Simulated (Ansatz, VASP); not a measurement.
## Zn: VASP beside Ansatz

Contents of INCAR:

```
SYSTEM = Zn
ALGO = Normal
EDIFF = 1E-6
ENCUT = 520
ISIF = 2
ISMEAR = -1
LASPH = .True.
LCHARG = .False.
LREAL = .False.
LWAVE = .False.
NBANDS = 19
NELM = 60
PREC = Accurate
SIGMA = 0.1
```

Contents of KPOINTS:

```
k-points
0
Gamma
  16 16 8
  0 0 0
```

POSCAR

```
Zn
1.0
    1.2872944539     -2.2296593984      0.0000000000
    1.2872944539      2.2296593984      0.0000000000
    0.0000000000      0.0000000000      4.7135629385
Zn
2
Direct
    0.6666666670      0.3333333330      0.2500000000
    0.3333333330      0.6666666670      0.7500000000
```

Input for Ansatz:

```yaml
crystal:
  lattice:
    - [1.2872944539, -2.2296593984, 0.0]
    - [1.2872944539, 2.2296593984, 0.0]
    - [0.0, 0.0, 4.7135629385]
  atoms:
    - { symbol: Zn, position: [0.666666667, 0.333333333, 0.25] }
    - { symbol: Zn, position: [0.333333333, 0.666666667, 0.75] }
kpoints:
  mp_grid: { grid: [16, 16, 8] }
scf:
  occupations: { method: fermi_dirac, width: 0.1 }
hamiltonian:
  xc: lda
  pseudopotentials: { kind: all_electron, lapw: { basis_error: 0.001 } }
output:
  forces: true
  stress: true
  eigenvalues: true
```

Alike in both runs: task single point; functional LDA; k mesh 16 × 16 × 8; occupations fermi-dirac, width 0.1 eV; no spin polarisation.

|  | VASP | Ansatz |
| --- | --- | --- |
| version | VASP 6.6.1 | Ansatz 0.2.0 |
| potentials or method | VASP PAW LDA potentials, release 64 (Zn), cutoff 520 eV | all-electron LAPW, scalar-relativistic |

```csv
,VASP,Ansatz,Ansatz less VASP
pressure (GPa),0.7,0.0,-0.73
"traceless stress, the component that is largest in VASP (GPa)",0.09,0.32,+0.228
```

LDA's correlation is that of Perdew and Zunger in VASP and of Perdew and Wang (1992) in Ansatz. Ansatz ran all-electron here, and VASP with PAW potentials.
